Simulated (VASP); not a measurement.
# AlN (I4/mmm) in VASP: a series of runs, part 2 of 3

VASP 6.6.1.

**3. Single point, PBEsol (strain +0.0300 x Voigt [0, 0, 1, 0, 0, 0])**

The input, INCAR:

```
SYSTEM = AlN
ALGO = Normal
EDIFF = 1E-7
ENCUT = 520
GGA = PS
ISIF = 2
ISMEAR = 0
LASPH = .TRUE.
LCHARG = .TRUE.
LELF = .TRUE.
LREAL = .FALSE.
LVHAR = .TRUE.
LWAVE = .FALSE.
NBANDS = 11
NELM = 80
PREC = Accurate
SIGMA = 0.05
```

The input, KPOINTS:

```
k-points
0
G
  10 10 10
  0 0 0
```

The input, POSCAR:

```
AlN
1.0
    0.0000000000      2.0345180000      2.0955535400
    2.0345180000      0.0000000000      2.0955535400
    2.0345180000      2.0345180000      0.0000000000
Al N
1 1
Direct
    0.5000000000      0.5000000000      0.5000000000
    0.0000000000      0.0000000000      0.0000000000
```

Potentials or basis: VASP PAW PBE potentials, release 64 (Al, N).

On the command line:

```bash
$ cat potpaw_PBE.64/Al/POTCAR potpaw_PBE.64/N/POTCAR > POTCAR
$ mpirun -np 1 vasp_std > vasp.out
```

OUTCAR:

```text
SYSTEM = AlN
   EDIFF = 1E-7
   ENCUT = 520
   GGA = PS
   ISIF = 2
   ISMEAR = 0
   LASPH = .TRUE.
   LREAL = .FALSE.
   NELM = 80
   PREC = Accurate

 ion  position               nearest neighbor table
   1  0.500  0.500  0.500-   2 2.03   2 2.03   2 2.03   2 2.03   2 2.10   2 2.10
   2  0.000  0.000  0.000-   1 2.03   1 2.03   1 2.03   1 2.03   1 2.10   1 2.10

  LATTYP: Found a body centered tetragonal cell.
 ALAT       =     2.8772429485
 C/A-ratio  =     1.4566399692

  Lattice vectors:

 A1 = (  -2.0345180000,   0.0000000000,   2.0955535400)
 A2 = (   2.0345180000,   0.0000000000,   2.0955535400)
 A3 = (   0.0000000000,   2.0345180000,  -2.0955535400)

Analysis of symmetry for initial positions (statically):
=====================================================================
 Subroutine PRICEL returns:
 Original cell was already a primitive cell.

 Routine SETGRP: Setting up the symmetry group for a
 body centered tetragonal supercell.

 Subroutine GETGRP returns: Found 16 space group operations
 (whereof 16 operations were pure point group operations)
 out of a pool of 16 trial point group operations.

The static configuration has the point symmetry D_4h.

Analysis of symmetry for dynamics (positions and initial velocities):
=====================================================================
 Subroutine PRICEL returns:
 Original cell was already a primitive cell.

 Routine SETGRP: Setting up the symmetry group for a
 body centered tetragonal supercell.

 Subroutine GETGRP returns: Found 16 space group operations
 (whereof 16 operations were pure point group operations)
 out of a pool of 16 trial point group operations.

The dynamic configuration has the point symmetry D_4h.

 Subroutine INISYM returns: Found 16 space group operations
 (whereof 16 operations are pure point group operations),
 and found     1 'primitive' translations

----------------------------------------------------------------------------------------

                                     Primitive cell

  volume of cell :      17.3481

  direct lattice vectors                    reciprocal lattice vectors
     0.000000000  2.034518000  2.095553540    -0.245758455  0.245758455  0.238600442
     2.034518000  0.000000000  2.095553540     0.245758455 -0.245758455  0.238600442
     2.034518000  2.034518000  0.000000000     0.245758455  0.245758455 -0.238600442

  length of vectors
     2.920720482  2.920720482  2.877242948     0.421573964  0.421573964  0.421573964

  position of ions in fractional coordinates (direct lattice)
     0.500000000  0.500000000  0.500000000
     0.000000000  0.000000000  0.000000000

  ion indices of the primitive-cell ions
   primitive index   ion index
                 1           1
                 2           2

----------------------------------------------------------------------------------------

 KPOINTS: k-points

Automatic generation of k-mesh.
 Grid dimensions read from file:
 generate k-points for:   10   10   10

 Generating k-lattice:

  Cartesian coordinates                     Fractional coordinates (reciprocal lattice)
    -0.024575845  0.024575845  0.023860044     0.100000000 -0.000000000  0.000000000
     0.024575845 -0.024575845  0.023860044    -0.000000000  0.100000000  0.000000000
     0.024575845  0.024575845 -0.023860044     0.000000000  0.000000000  0.100000000

  Length of vectors
     0.042157396  0.042157396  0.042157396

  Shift w.r.t. Gamma in fractional coordinates (k-lattice)
     0.000000000  0.000000000  0.000000000

 Subroutine IBZKPT returns following result:
 ===========================================

 Found    102 irreducible k-points:

 Following reciprocal coordinates:
            Coordinates               Weight
  0.000000  0.000000  0.000000      1.000000
  0.100000  0.000000  0.000000      8.000000
  0.200000  0.000000  0.000000      8.000000
  0.300000 -0.000000  0.000000      8.000000
  0.400000  0.000000  0.000000      8.000000
  0.500000  0.000000  0.000000      4.000000
[... 16 lines left out ...]
  0.300000  0.300000  0.000000      2.000000
  0.400000  0.300000  0.000000      8.000000
 [... further k-points ...]
   k-points           NKPTS =    102   k-points in BZ     NKDIM =    102   number of bands    NBANDS=     11
   number of dos      NEDOS =    301   number of ions     NIONS =      2
   total plane-waves  NPLWV =  13824
   dimension x,y,z NGX =    24 NGY =   24 NGZ =   24
   dimension x,y,z NGXF=    48 NGYF=   48 NGZF=   48
   ions per type =               1   1
   NGX,Y,Z   is equivalent  to a cutoff of  13.66, 13.66, 13.87 a.u.
   NGXF,Y,Z  is equivalent  to a cutoff of  27.32, 27.32, 27.73 a.u.
 SYSTEM =  AlN
   PREC   = accura    normal or accurate (medium, high low for compatibility)
   ISTART =      0    job   : 0-new  1-cont  2-samecut
   ICHARG =      2    charge: 1-file 2-atom 10-const
   ISPIN  =      1    spin polarized calculation?
   LNONCOLLINEAR =      F non collinear calculations
   LSORBIT =      F    spin-orbit coupling
   LASPH  =      T    aspherical Exc in radial PAW
   ENCUT  =  520.0 eV  38.22 Ry    6.18 a.u.   5.43  5.43  5.35*2*pi/ulx,y,z
   NELM   =     80;   NELMIN=  2; NELMDL= -5     # of ELM steps
   EDIFF  = 0.1E-06   stopping-criterion for ELM
   LREAL  =      F    real-space projection
   EDIFFG = 0.1E-05   stopping-criterion for IOM
   NSW    =      0    number of steps for IOM
   IBRION =     -1    ionic relax: 0-MD 1-quasi-New 2-CG
   NFREE  =      0    steps in history (QN), initial steepest desc. (CG)
   ISIF   =      2    stress and relaxation
   ISYM   =      2    0-nonsym 1-usesym 2-fastsym
   POTIM  = 0.5000    time-step for ionic-motion
   TEBEG  =    0.0;   TEEND  =   0.0 temperature during run
   PSTRESS=    0.0 pullay stress
   NELECT =       8.0000    total number of electrons
   NUPDOWN=      -1.0000    fix difference up-down
   EMIN   =  10.00;   EMAX   =-10.00  energy-range for DOS
   EFERMI =   0.00;   METHOD = LEGACY
   ISMEAR =     0;   SIGMA  =   0.05  broadening in eV -4-tet -1-fermi 0-gaus
   EFERMI_NEDOS =   21; number of points for ismear=-14 and -15
   IALGO  =     38    algorithm
   IMIX   =      4    mixing-type and parameters
     AMIX     =   0.40;   BMIX     =  1.00
     AMIX_MAG =   1.60;   BMIX_MAG =  1.00
  volume/ion in A,a.u.               =       8.67        58.54
  Fermi-wavevector in a.u.,A,eV,Ry     =   1.264797  2.390120 21.765401  1.599712
  Thomas-Fermi vector in A             =   2.398084
   LORBIT       =      0    0 simple, 1 ext, 2 COOP (PROOUT), +10 PAW based schemes
   GGA     = PS    functional components
   LHFCALC =     F    Hartree Fock is set to
   AEXX    =    0.0000 exact exchange contribution
   IVDW    =     0    specifies the selected vdW correction
   LEPSILON=     F    determine dielectric tensor
   LRPA    =     F    only Hartree local field effects (RPA)
 non-spin polarized calculation
 Gauss-broadening in eV      SIGMA  =   0.05
  energy-cutoff  :      520.00
  volume of cell :       17.35
 maximum number of plane-waves:       485
 NGX is ok and might be reduce to    24
   NGX = 11   NGY = 11   NGZ = 11

 number of electron       8.0000001 magnetization

 Free energy of the ion-electron system (eV)
  ---------------------------------------------------
  ext. energy  EPLUGINS =         0.00000000
  ---------------------------------------------------
  free energy    TOTEN  =       -15.41334765 eV

  energy without entropy =      -15.41334765  energy(sigma->0) =      -15.41334765

 E-fermi :   9.7064     XC(G=0): -12.2241

 val. band max:        9.4012292002   @ k =   0.0000   0.0000   0.0000
 cond. band min:      13.2901308416   @ k =   0.5000   0.0000   0.5000
 fundamental gap:      3.8889016414
 Fermi energy:         9.7064241901

 k-point     1 :       0.0000    0.0000    0.0000
  band No.  band energies     occupation
      1      -7.8500      2.00000
      2       9.1958      2.00000
      3       9.1958      2.00000
      4       9.4012      2.00000
      5      14.2427      0.00000
      6      20.8920      0.00000
      7      21.2781      0.00000
      8      21.2781      0.00000
      9      26.1005      0.00000
     10      26.1498      0.00000
     11      26.4090      0.00000
[... 309 lines left out ...]
 k-point    24 :       0.4000    0.3000    0.0000
  band No.  band energies     occupation
      1      -5.0774      2.00000
      2       3.5662      2.00000
      3       6.6172      2.00000
      4       7.1796      2.00000
      5      15.0822      0.00000
      6      16.1135      0.00000
      7      20.6668      0.00000
      8      24.4286      0.00000
      9      25.0764      0.00000
     10      30.6331      0.00000
     11      33.0552      0.00000

 [... further k-points ...]
[... 5 lines left out ...]
  --------------------------------------------------------------------------------------
  -------------------------------------------------------------------------------------
  Total       -0.9780074     -0.9780074     -1.6185711      0.0000000     -0.0000000     -0.0000000
  in kB      -90.3235249    -90.3235249   -149.4825656      0.0000000     -0.0000000     -0.0000000
  external PRESSURE =    -110.0432052 kB  Pullay stress =       0.0000000 kB

 VOLUME and BASIS-vectors are now :
 -----------------------------------------------------------------------------
  energy-cutoff  :      520.00
  volume of cell :       17.35
      direct lattice vectors                 reciprocal lattice vectors
     0.000000000  2.034518000  2.095553540    -0.245758455  0.245758455  0.238600442
     2.034518000  0.000000000  2.095553540     0.245758455 -0.245758455  0.238600442
     2.034518000  2.034518000  0.000000000     0.245758455  0.245758455 -0.238600442

 POSITION                                       TOTAL-FORCE (eV/Angst)
 -----------------------------------------------------------------------------------
      2.03452      2.03452      2.09555         0.000000      0.000000      0.000000
      0.00000      0.00000      0.00000         0.000000     -0.000000     -0.000000
 -----------------------------------------------------------------------------------
    total drift:                                0.000000     -0.000000     -0.000000

  FREE ENERGIE OF THE ION-ELECTRON SYSTEM (eV)
  ---------------------------------------------------
  free  energy   TOTEN  =       -15.4133476501 eV

  energy  without entropy=      -15.4133476501  energy(sigma->0) =      -15.41334765
```

OSZICAR:

```text
N       E                     dE             d eps       ncg     rms          rms(c)
DAV:   1     0.479627333326E+01    0.47963E+01   -0.38711E+03  2260   0.663E+02
DAV:   2    -0.163745463440E+02   -0.21171E+02   -0.20052E+02  2717   0.123E+02
DAV:   3    -0.169905712043E+02   -0.61602E+00   -0.61468E+00  2728   0.183E+01
DAV:   4    -0.169925665956E+02   -0.19954E-02   -0.19953E-02  2501   0.113E+00
DAV:   5    -0.169925819039E+02   -0.15308E-04   -0.15308E-04  2658   0.102E-01    0.711E+00
DAV:   6    -0.154506986327E+02    0.15419E+01   -0.69481E+00  2481   0.135E+01    0.262E+00
DAV:   7    -0.154278167330E+02    0.22882E-01   -0.14206E-01  2475   0.277E+00    0.171E+00
DAV:   8    -0.154136899036E+02    0.14127E-01   -0.15520E-02  2364   0.109E+00    0.341E-01
DAV:   9    -0.154133270955E+02    0.36281E-03   -0.15666E-03  2598   0.233E-01    0.151E-01
DAV:  10    -0.154133511470E+02   -0.24052E-04   -0.79364E-05  2527   0.657E-02    0.343E-02
DAV:  11    -0.154133479058E+02    0.32412E-05   -0.76906E-06  2604   0.164E-02    0.633E-03
DAV:  12    -0.154133476838E+02    0.22202E-06   -0.23543E-07  2240   0.418E-03    0.971E-04
DAV:  13    -0.154133476501E+02    0.33670E-07   -0.59790E-09  1350   0.454E-04
   1 F= -.15413348E+02 E0= -.15413348E+02  d E =-.186049E-20
```

Run time: 26 s. Hardware: 1 thread of Intel Xeon 8259CL, shared host; peak memory 0.14 GiB.

What came out:

```yaml
Free_energy: -15.4133 eV
Pressure: -11.0 GPa
Band_gap_on_the_k_mesh: 3.89 eV, indirect (least direct gap 4.84 eV)
```

Caveat: the cell differs from its parent crystal (strain +0.0300 x Voigt [0, 0, 1, 0, 0, 0]); the PAW data sets were made with another functional, which shifts forces and pressure a little. A k mesh can miss the band edges.

**4. Single point, PBEsol (strain +0.0400 x Voigt [0, 0, 1, 0, 0, 0])**

The input, INCAR:

```
  PREC = Accurate
  ENCUT = 520
  EDIFF = 1E-6
  ISMEAR = 0
  SIGMA = 0.05
  LREAL = False
  LASPH = True
  NELM = 100
  ALGO = Normal
  ISIF = 2
  LWAVE = False
  LCHARG = True
  GGA = PS
  LELF = True
  LVHAR = True
  NBANDS = 11
```

The input, KPOINTS:

```
Automatic mesh
0
Gamma
  10 10 10
```

The input, POSCAR:

```
AlN
1.0
    0.0000000000      2.0345180000      2.1158987200
    2.0345180000      0.0000000000      2.1158987200
    2.0345180000      2.0345180000      0.0000000000
Al N
1 1
Direct
    0.5000000000      0.5000000000      0.5000000000
    0.0000000000      0.0000000000      0.0000000000
```

On the command line:

```bash
$ cat potpaw_PBE.64/Al/POTCAR potpaw_PBE.64/N/POTCAR > POTCAR
$ mpirun -np 1 vasp_std > vasp.out
```

Run time: 21 s. Hardware: 1 thread of Intel Xeon 8259CL, shared host; peak memory 0.15 GiB.

It converged, with:

```
Free energy            : -15.3963 eV
Pressure               : -12.8 GPa
Band gap on the k mesh : 3.74 eV, indirect (least direct gap 4.66 eV)
```

Stress tensor (GPa, compression positive):
```
-10.40   0.00   0.00
  0.00 -10.40   0.00
  0.00   0.00 -17.60
```

Levels at points of the mesh, in eV from the valence-band top:
| k point | band 2 | band 3 | band 4 | band 5 | band 6 | band 7 |
| --- | --- | --- | --- | --- | --- | --- |
| (0.00, 0.00, 0.00) | -0.27 | -0.27 | 0.00 | 4.66 | 11.35 | 11.86 |
| (0.50, 0.00, 0.00) | -8.18 | -1.24 | -1.09 | 5.46 | 9.94 | 10.71 |
| (0.50, 0.50, 0.00) | -7.34 | -2.67 | -2.67 | 4.10 | 5.30 | 12.76 |
| (0.50, 0.00, 0.50) | -7.18 | -3.18 | -2.68 | 3.74 | 4.95 | 13.26 |

Caveat: the cell differs from its parent crystal (strain +0.0400 x Voigt [0, 0, 1, 0, 0, 0]); the PAW data sets were made with another functional, which shifts forces and pressure a little.

(Continued in part 3 of 3.)
